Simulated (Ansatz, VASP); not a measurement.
## Al2Cu: VASP beside Ansatz

The input INCAR:

```
  PREC = Accurate
  ENCUT = 520
  EDIFF = 1E-6
  ISMEAR = 0
  SIGMA = 0.15
  LREAL = False
  LASPH = True
  NELM = 60
  ALGO = Fast
  ISIF = 2
  LWAVE = False
  LCHARG = False
  GGA = PS
  NBANDS = 16
```

The input KPOINTS:

```
regular mesh
0
Gamma
  14 14 14
```

Contents of POSCAR:

```
Al2Cu
1.0
   -2.0246107077      2.0246107077      2.8631594530
    2.0246107077     -2.0246107077      2.8631594530
    2.0246107077      2.0246107077     -2.8631594530
Al Cu
2 1
Direct
    0.7500000000      0.2500000000      0.5000000000
    0.2500000000      0.7500000000      0.5000000000
    0.5000000000      0.5000000000      0.0000000000
```

Input for Ansatz:

```yaml
crystal:
  lattice:
    - [-2.0246107077, 2.0246107077, 2.863159453]
    - [2.0246107077, -2.0246107077, 2.863159453]
    - [2.0246107077, 2.0246107077, -2.863159453]
  atoms:
    - { symbol: Al, position: [0.75, 0.25, 0.5] }
    - { symbol: Al, position: [0.25, 0.75, 0.5] }
    - { symbol: Cu, position: [0.5, 0.5, 0.0] }
basis:
  ecutwfc: 520.0
kpoints:
  mp_grid: { grid: [14, 14, 14] }
hamiltonian:
  xc: pbesol
  pseudopotentials: { kind: paw, azcp: { folder: soft_1 } }
scf:
  occupations: { method: gaussian, width: 0.15 }
output:
  forces: true
  stress: true
  eigenvalues: true
```

Alike in both runs: task single point; functional PBEsol; k mesh 14 × 14 × 14; occupations gaussian, width 0.15 eV; no spin polarisation.

|  | VASP | Ansatz |
| --- | --- | --- |
| version | VASP 6.6.1 | Ansatz 0.2.0 |
| potentials or method | VASP PAW PBE potentials, release 64 (Al, Cu), cutoff 520 eV | scalar-relativistic, plane waves, PAW |
| valence electrons in the cell | 17 | 25 |

|  | VASP | Ansatz | Ansatz less VASP |
| --- | --- | --- | --- |
| gap on the k mesh at the Fermi level (eV) | none | none | - |
| pressure (GPa) | 0.6 | 0.0 | -0.59 |

VASP's potentials were made for PBE, not for PBEsol, and Ansatz warns of the same on its side. A gap of «none» marks a metal or a gap that the smearing closes. VASP's potentials hold 17 valence electrons a cell and Ansatz's 25, so a difference there can come from the potentials and not from the codes. Ansatz's warnings: near symmetry operations not taken.
